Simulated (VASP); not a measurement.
# ZnSe (P4/nmm) in VASP: a series of runs

ZnSe is run at these levels: PBEsol; tasks: single point.

All numbers are computed with VASP 6.6.1; they aren't measurements. Logs are shortened: lines on timing, memory, paths and dates and some standing lists are left out, and cuts for length are marked.

### Step 1. The cell of the first run

It takes space group P4/nmm (No. 129, tetragonal). The conventional cell has a = 4.088 Å, b = 4.088 Å, c = 5.613 Å, α = 90.00°, β = 90.00°, γ = 90.00°. Within 3.3 Å of Zn (site symmetry -4m2) lie 4 Se at 2.48 Å and 4 Zn at 2.89 Å. Se (site symmetry 4mm) has 4 Zn at 2.48 Å within 3.3 Å.

### Step 2. Single point, PBEsol (atoms shifted along a free coordinate)

Contents of INCAR:

```
PREC = Accurate ; ENCUT = 520
EDIFF = 1E-6 ; ISMEAR = 0
SIGMA = 0.05 ; LREAL = F
LASPH = T ; NELM = 60
ALGO = Normal ; ISIF = 2
LWAVE = F ; LCHARG = F
GGA = PS ; NBANDS = 26
```

Contents of KPOINTS:

```
Automatic mesh
0
Gamma
  8 8 6
```

Contents of POSCAR:

```
ZnSe
1.0
    4.0878057515      0.0000000000      0.0000000000
    0.0000000000      4.0878057515      0.0000000000
    0.0000000000      0.0000000000      5.6133527882
Zn Se
2 2
Direct
    0.0000000000      0.0000000000      0.0000000000
    0.5000000000      0.5000000000      0.0000000000
    0.0000000000      0.5000000000      0.2500800731
    0.5000000000      0.0000000000      0.7499199269
```

Potentials or basis: VASP PAW PBE potentials, release 64 (Zn, Se).

Started as:

```
$ cat potpaw_PBE.64/Zn/POTCAR potpaw_PBE.64/Se/POTCAR > POTCAR
$ mpirun -np 1 vasp_std > vasp.out
```

OUTCAR:

```text
PREC = Accurate
   ENCUT = 520
   EDIFF = 1E-6
   ISMEAR = 0
   LREAL = F
   LASPH = T
   NELM = 60
   ISIF = 2
   GGA = PS

 ion  position               nearest neighbor table
   1  0.000  0.000  0.000-   3 2.48   4 2.48   3 2.48   4 2.48   2 2.89   2 2.89   2 2.89   2 2.89

   2  0.500  0.500  0.000-   3 2.48   4 2.48   4 2.48   3 2.48   1 2.89   1 2.89   1 2.89   1 2.89

   3  0.000  0.500  0.250-   1 2.48   2 2.48   1 2.48   2 2.48
   4  0.500  0.000  0.750-   1 2.48   2 2.48   2 2.48   1 2.48

  LATTYP: Found a simple tetragonal cell.
 ALAT       =     4.0878057515
 C/A-ratio  =     1.3731946011

  Lattice vectors:

 A1 = (   4.0878057515,   0.0000000000,   0.0000000000)
 A2 = (   0.0000000000,   4.0878057515,   0.0000000000)
 A3 = (   0.0000000000,   0.0000000000,   5.6133527882)

Analysis of symmetry for initial positions (statically):
=====================================================================
 Subroutine PRICEL returns:
 Original cell was already a primitive cell.

 Routine SETGRP: Setting up the symmetry group for a
 simple tetragonal supercell.

 Subroutine GETGRP returns: Found 16 space group operations
 (whereof  8 operations were pure point group operations)
 out of a pool of 16 trial point group operations.

The static configuration has the point symmetry D_2d.
 The point group associated with its full space group is D_4h.

Analysis of symmetry for dynamics (positions and initial velocities):
=====================================================================
 Subroutine PRICEL returns:
 Original cell was already a primitive cell.

 Routine SETGRP: Setting up the symmetry group for a
 simple tetragonal supercell.

 Subroutine GETGRP returns: Found 16 space group operations
 (whereof  8 operations were pure point group operations)
 out of a pool of 16 trial point group operations.

The dynamic configuration has the point symmetry D_2d.
 The point group associated with its full space group is D_4h.

 Subroutine INISYM returns: Found 16 space group operations
 (whereof  8 operations are pure point group operations),
 and found     1 'primitive' translations

----------------------------------------------------------------------------------------

                                     Primitive cell

  volume of cell :      93.8000

  direct lattice vectors                    reciprocal lattice vectors
     4.087805752  0.000000000  0.000000000     0.244630019  0.000000000  0.000000000
     0.000000000  4.087805752  0.000000000     0.000000000  0.244630019  0.000000000
     0.000000000  0.000000000  5.613352788     0.000000000  0.000000000  0.178146651

  length of vectors
     4.087805752  4.087805752  5.613352788     0.244630019  0.244630019  0.178146651

  position of ions in fractional coordinates (direct lattice)
     0.000000000  0.000000000  0.000000000
     0.500000000  0.500000000  0.000000000
     0.000000000  0.500000000  0.250080073
     0.500000000  0.000000000  0.749919927

  ion indices of the primitive-cell ions
   primitive index   ion index
                 1           1
                 2           2
                 3           3
                 4           4

----------------------------------------------------------------------------------------

 KPOINTS: Automatic mesh

Automatic generation of k-mesh.
 Grid dimensions read from file:
 generate k-points for:    8    8    6

 Generating k-lattice:

  Cartesian coordinates                     Fractional coordinates (reciprocal lattice)
     0.030578752  0.000000000  0.000000000     0.125000000  0.000000000  0.000000000
     0.000000000  0.030578752  0.000000000     0.000000000  0.125000000  0.000000000
     0.000000000  0.000000000  0.029691108     0.000000000  0.000000000  0.166666667

  Length of vectors
     0.030578752  0.030578752  0.029691108

  Shift w.r.t. Gamma in fractional coordinates (k-lattice)
     0.000000000  0.000000000  0.000000000

 Subroutine IBZKPT returns following result:
 ===========================================

 Found     60 irreducible k-points:

 Following reciprocal coordinates:
            Coordinates               Weight
  0.000000  0.000000  0.000000      1.000000
  0.125000  0.000000  0.000000      4.000000
  0.250000  0.000000  0.000000      4.000000
  0.375000  0.000000  0.000000      4.000000
  0.500000  0.000000  0.000000      2.000000
  0.125000  0.125000  0.000000      4.000000
[... 16 lines left out ...]
  0.375000  0.125000  0.166667     16.000000
  0.500000  0.125000  0.166667      8.000000
 [... further k-points ...]
   k-points           NKPTS =     60   k-points in BZ     NKDIM =     60   number of bands    NBANDS=     26
   number of dos      NEDOS =    301   number of ions     NIONS =      4
   total plane-waves  NPLWV =  37800
   dimension x,y,z NGX =    30 NGY =   30 NGZ =   42
   dimension x,y,z NGXF=    60 NGYF=   60 NGZF=   84
   ions per type =               2   2
   NGX,Y,Z   is equivalent  to a cutoff of  12.20, 12.20, 12.44 a.u.
   NGXF,Y,Z  is equivalent  to a cutoff of  24.40, 24.40, 24.88 a.u.
 SYSTEM =  unknown system
   PREC   = accura    normal or accurate (medium, high low for compatibility)
   ISTART =      0    job   : 0-new  1-cont  2-samecut
   ICHARG =      2    charge: 1-file 2-atom 10-const
   ISPIN  =      1    spin polarized calculation?
   LNONCOLLINEAR =      F non collinear calculations
   LSORBIT =      F    spin-orbit coupling
   LASPH  =      T    aspherical Exc in radial PAW
   ENCUT  =  520.0 eV  38.22 Ry    6.18 a.u.   7.60  7.60 10.44*2*pi/ulx,y,z
   NELM   =     60;   NELMIN=  2; NELMDL= -5     # of ELM steps
   EDIFF  = 0.1E-05   stopping-criterion for ELM
   LREAL  =      F    real-space projection
   EDIFFG = 0.1E-04   stopping-criterion for IOM
   NSW    =      0    number of steps for IOM
   IBRION =     -1    ionic relax: 0-MD 1-quasi-New 2-CG
   NFREE  =      0    steps in history (QN), initial steepest desc. (CG)
   ISIF   =      2    stress and relaxation
   ISYM   =      2    0-nonsym 1-usesym 2-fastsym
   POTIM  = 0.5000    time-step for ionic-motion
   TEBEG  =    0.0;   TEEND  =   0.0 temperature during run
   PSTRESS=    0.0 pullay stress
   NELECT =      36.0000    total number of electrons
   NUPDOWN=      -1.0000    fix difference up-down
   EMIN   =  10.00;   EMAX   =-10.00  energy-range for DOS
   EFERMI =   0.00;   METHOD = LEGACY
   ISMEAR =     0;   SIGMA  =   0.05  broadening in eV -4-tet -1-fermi 0-gaus
   EFERMI_NEDOS =   21; number of points for ismear=-14 and -15
   IALGO  =     38    algorithm
   IMIX   =      4    mixing-type and parameters
     AMIX     =   0.40;   BMIX     =  1.00
     AMIX_MAG =   1.60;   BMIX_MAG =  1.00
  volume/ion in A,a.u.               =      23.45       158.25
  Fermi-wavevector in a.u.,A,eV,Ry     =   1.189711  2.248227 19.257845  1.415412
  Thomas-Fermi vector in A             =   2.325812
   LORBIT       =      0    0 simple, 1 ext, 2 COOP (PROOUT), +10 PAW based schemes
   GGA     = PS    functional components
   LHFCALC =     F    Hartree Fock is set to
   AEXX    =    0.0000 exact exchange contribution
   IVDW    =     0    specifies the selected vdW correction
   LEPSILON=     F    determine dielectric tensor
   LRPA    =     F    only Hartree local field effects (RPA)
 non-spin polarized calculation
 Gauss-broadening in eV      SIGMA  =   0.05
  energy-cutoff  :      520.00
  volume of cell :       93.80
 maximum number of plane-waves:      2550
   NGX = 15   NGY = 15   NGZ = 21

 number of electron      36.0000011 magnetization

 Free energy of the ion-electron system (eV)
  ---------------------------------------------------
  ext. energy  EPLUGINS =         0.00000000
  ---------------------------------------------------
  free energy    TOTEN  =       -12.84772660 eV

  energy without entropy =      -12.84772660  energy(sigma->0) =      -12.84772660

 E-fermi :   1.6100     XC(G=0):  -9.2843

 val. band max:        1.3648498617   @ k =   0.0000   0.0000   0.0000
 cond. band min:       2.8008930999   @ k =   0.0000   0.0000   0.0000
 fundamental gap:      1.4360432381
 Fermi energy:         1.6100475570

 k-point     1 :       0.0000    0.0000    0.0000
  band No.  band energies     occupation
      1     -12.1482      2.00000
      2     -10.9836      2.00000
      3      -5.7217      2.00000
      4      -5.7082      2.00000
      5      -5.6576      2.00000
      6      -5.6576      2.00000
[... 18 lines left out ...]
     25      11.5719      0.00000
     26      11.5721      0.00000

 k-point     2 :       0.1250    0.0000    0.0000
  band No.  band energies     occupation
      1     -12.0774      2.00000
      2     -10.9888      2.00000
      3      -5.7104      2.00000
      4      -5.6966      2.00000
      5      -5.6354      2.00000
      6      -5.6168      2.00000
[... 18 lines left out ...]
     25      10.1939      0.00000
     26      10.4198      0.00000

 k-point     3 :       0.2500    0.0000    0.0000
  band No.  band energies     occupation
      1     -11.8810      2.00000
      2     -11.0229      2.00000
      3      -5.6842      2.00000
      4      -5.6323      2.00000
      5      -5.5577      2.00000
      6      -5.5301      2.00000
[... 18 lines left out ...]
     25       8.9989      0.00000
     26       9.5745      0.00000

 k-point     4 :       0.3750    0.0000    0.0000
  band No.  band energies     occupation
      1     -11.6076      2.00000
      2     -11.1283      2.00000
      3      -5.6176      2.00000
      4      -5.5086      2.00000
      5      -5.4493      2.00000
      6      -5.4463      2.00000
[... 18 lines left out ...]
     25       8.9238      0.00000
     26       9.0512      0.00000
[... 496 lines left out ...]
      1     -11.7867      2.00000
      2     -11.0488      2.00000
      3      -5.7695      2.00000
      4      -5.5509      2.00000
      5      -5.5404      2.00000
      6      -5.5063      2.00000
[... 18 lines left out ...]
     25       8.1486      0.00000
     26      10.4281      0.00000

 k-point    23 :       0.3750    0.1250    0.1667
  band No.  band energies     occupation
      1     -11.5337      2.00000
      2     -11.1211      2.00000
      3      -5.7139      2.00000
      4      -5.4809      2.00000
      5      -5.4451      2.00000
      6      -5.4405      2.00000
[... 18 lines left out ...]
     25       9.2162      0.00000
     26       9.9519      0.00000

 k-point    24 :       0.5000    0.1250    0.1667
  band No.  band energies     occupation
      1     -11.2888      2.00000
      2     -11.2888      2.00000
      3      -5.5899      2.00000
      4      -5.5899      2.00000
      5      -5.3823      2.00000
      6      -5.3823      2.00000
[... 18 lines left out ...]
     25       9.8338      0.00000
     26       9.8338      0.00000

 [... further k-points ...]

------------------------ aborting loop because EDIFF is reached ----------------------------------------

  FORCE on cell =-STRESS in cart. coord.  units (eV):
  Direction    XX          YY          ZZ          XY          YZ          ZX
  --------------------------------------------------------------------------------------
  -------------------------------------------------------------------------------------
  Total        0.3007525      0.3007525      1.3228331      0.0000000      0.0000000      0.0000000
  in kB        5.1370886      5.1370886     22.5950234      0.0000000      0.0000000      0.0000000
  external PRESSURE =      10.9564002 kB  Pullay stress =       0.0000000 kB

 VOLUME and BASIS-vectors are now :
 -----------------------------------------------------------------------------
  energy-cutoff  :      520.00
  volume of cell :       93.80
      direct lattice vectors                 reciprocal lattice vectors
     4.087805752  0.000000000  0.000000000     0.244630019  0.000000000  0.000000000
     0.000000000  4.087805752  0.000000000     0.000000000  0.244630019  0.000000000
     0.000000000  0.000000000  5.613352788     0.000000000  0.000000000  0.178146651

 POSITION                                       TOTAL-FORCE (eV/Angst)
 -----------------------------------------------------------------------------------
      0.00000      0.00000      0.00000         0.000000      0.000000      0.000000
      2.04390      2.04390      0.00000        -0.000000     -0.000000      0.000000
      0.00000      2.04390      1.40379         0.000000     -0.000000      0.566918
      2.04390      0.00000      4.20957         0.000000      0.000000     -0.566918
 -----------------------------------------------------------------------------------
    total drift:                                0.000000      0.000000      0.000000

  FREE ENERGIE OF THE ION-ELECTRON SYSTEM (eV)
  ---------------------------------------------------
  free  energy   TOTEN  =       -12.8477266030 eV

  energy  without entropy=      -12.8477266030  energy(sigma->0) =      -12.84772660
```

Run time: 2.6 min. Hardware: 1 thread of AMD EPYC 7R13, shared host; peak memory 0.24 GiB.

What came out:

- Free energy: -12.8477 eV
- Pressure: 1.1 GPa
- Largest force: 0.567 eV/Å
- Band gap on the k mesh: 1.44 eV

Forces in eV/Å, atoms in the order of the input:
```
Zn   0.000  0.000  0.000
Zn   0.000  0.000  0.000
Se   0.000  0.000  0.567
Se   0.000  0.000 -0.567
```

Stress tensor (GPa, compression positive):
```
0.51 0.00 0.00
0.00 0.51 0.00
0.00 0.00 2.26
```

Caveat: the cell differs from its parent crystal (atoms shifted along a free coordinate); the PAW data sets were made with another functional, which shifts forces and pressure a little.

(Part 1 of 2 ends here.)
